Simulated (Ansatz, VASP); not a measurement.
## RbMg3 in VASP and in Ansatz

File INCAR:

```
SYSTEM = RbMg3
PREC     = Accurate       ! precision mode
ENCUT    = 520            ! plane-wave cutoff, eV
EDIFF    = 1E-7           ! SCF threshold, eV
ISMEAR   = 0              ! smearing method
SIGMA    = 0.1            ! smearing width, eV
LREAL    = .False.        ! projectors in reciprocal space
LASPH    = .True.         ! aspherical terms in the spheres
NELM     = 60             ! most SCF steps
ALGO     = Fast           ! electronic algorithm
ISIF     = 2              ! what is computed and relaxed
LWAVE    = .False.        ! write WAVECAR
LCHARG   = .False.        ! write CHGCAR
GGA      = PS             ! functional
NBANDS   = 16             ! bands
```

The input KPOINTS:

```
regular mesh
0
Gamma
  12 8 6
  0 0 0
```

Contents of POSCAR:

```
RbMg3
1.0
    3.2623264012      0.0000000000      0.0000000000
    0.0000000000      5.4090405475      0.0000000000
    0.0000000000      0.0000000000      7.7602157275
Rb Mg
1 3
Direct
    0.0000000000      0.0000000000      0.1223331189
    0.5000000000      0.0000000000      0.6512981043
    0.5000000000      0.5000000000      0.4493979294
    0.0000000000      0.5000000000      0.7769708474
```

Input for Ansatz:

```yaml
crystal:
  lattice:
    - [3.2623264012, 0.0, 0.0]
    - [0.0, 5.4090405475, 0.0]
    - [0.0, 0.0, 7.7602157275]
  atoms:
    - { symbol: Rb, position: [0.0, 0.0, 0.1223331189] }
    - { symbol: Mg, position: [0.5, 0.0, 0.6512981043] }
    - { symbol: Mg, position: [0.5, 0.5, 0.4493979294] }
    - { symbol: Mg, position: [0.0, 0.5, 0.7769708474] }
basis:
  ecutwfc: 420
kpoints:
  mp_grid: { grid: [12, 8, 6] }
hamiltonian:
  xc: pbesol
scf:
  occupations: { method: gaussian, width: 0.1 }
output:
  forces: true
  stress: true
  eigenvalues: true
```

Alike in both runs: task single point; functional PBEsol; k mesh 12 × 8 × 6; occupations gaussian, width 0.1 eV; no spin polarisation.

|  | VASP | Ansatz |
| --- | --- | --- |
| version | VASP 6.6.1 | Ansatz 0.2.0 |
| potentials or method | VASP PAW PBE potentials, release 64 (Rb_sv, Mg), cutoff 520 eV | scalar-relativistic, plane waves, PAW |
| valence electrons in the cell | 15 | 39 |

|  | VASP | Ansatz | Ansatz less VASP |
| --- | --- | --- | --- |
| gap on the k mesh at the Fermi level (eV) | none | none | - |
| pressure (GPa) | -0.4 | -0.4 | +0.02 |
| traceless stress, the component that is largest in VASP (GPa) | -0.95 | -0.94 | +0.010 |
| rms of the force components (eV/Å) | 0.087 | 0.088 | +0.0010 |

VASP's potentials were made for PBE, not for PBEsol. Atom by atom the forces differ by 0.001 eV/Å (rms over components). A gap of «none» marks a metal or a gap that the smearing closes. VASP's potentials hold 15 valence electrons a cell and Ansatz's 39, so a difference there can come from the potentials and not from the codes.
